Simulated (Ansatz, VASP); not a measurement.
**Two plane-wave programs on InO**

Contents of INCAR:

```
SYSTEM = InO
PREC = Accurate
ENCUT = 520
EDIFF = 1E-6
ISMEAR = 0
SIGMA = 0.03
LREAL = .FALSE.
LASPH = .TRUE.
NELM = 100
ALGO = Normal
ISIF = 2
LWAVE = .FALSE.
LCHARG = .FALSE.
GGA = PS
NBANDS = 27
```

Contents of KPOINTS:

```
regular mesh
0
G
  12 12 4
  0 0 0
```

The input POSCAR:

```
InO
1.0
    3.7202926898      0.0000000000      0.0000000000
   -1.8601463449      3.2218679788      0.0000000000
    0.0000000000      0.0000000000     13.6824700068
In O
2 2
Direct
    0.6666666667      0.3333333333      0.5900210000
    0.6666666667      0.3333333333      0.4099790000
    0.0000000000      0.0000000000      0.6398670000
    0.0000000000      0.0000000000      0.3601330000
```

Input for Ansatz:

```yaml
crystal:
  lattice:
    - [3.7202926898, 0.0, 0.0]
    - [-1.8601463449, 3.2218679788, 0.0]
    - [0.0, 0.0, 13.6824700068]
  atoms:
    - { symbol: In, position: [0.6666666667, 0.3333333333, 0.590021] }
    - { symbol: In, position: [0.6666666667, 0.3333333333, 0.409979] }
    - { symbol: O, position: [0.0, 0.0, 0.639867] }
    - { symbol: O, position: [0.0, 0.0, 0.360133] }
basis:
  ecutwfc: 420
kpoints:
  mp_grid: { grid: [12, 12, 4] }
hamiltonian:
  xc: pbesol
scf:
  occupations: { method: gaussian, width: 0.03 }
output:
  forces: true
  stress: true
  eigenvalues: true
```

Alike in both runs: task single point; functional PBEsol; k mesh 12 × 12 × 4; occupations gaussian, width 0.03 eV; no spin polarisation.

```csv
,VASP,Ansatz
version,VASP 6.6.1,Ansatz 0.2.0
potentials or method,"VASP PAW PBE potentials, release 64 (In_d, O), cutoff 520 eV","scalar-relativistic, plane waves, PAW"
valence electrons in the cell,38,38
```

|  | VASP | Ansatz | Ansatz less VASP |
| --- | --- | --- | --- |
| gap on the k mesh at the Fermi level (eV) | 0.08 | 0.09 | +0.014 |
| least direct gap on the mesh (eV) | 0.70 | 0.71 | +0.009 |
| rms of the force components (eV/Å) | 1.415 | 1.421 | +0.0058 |

VASP's potentials were made for PBE, not for PBEsol. Atom by atom the forces differ by 0.010 eV/Å (rms over components). With one functional, cell and mesh, what is left measures potentials, basis and numerics.
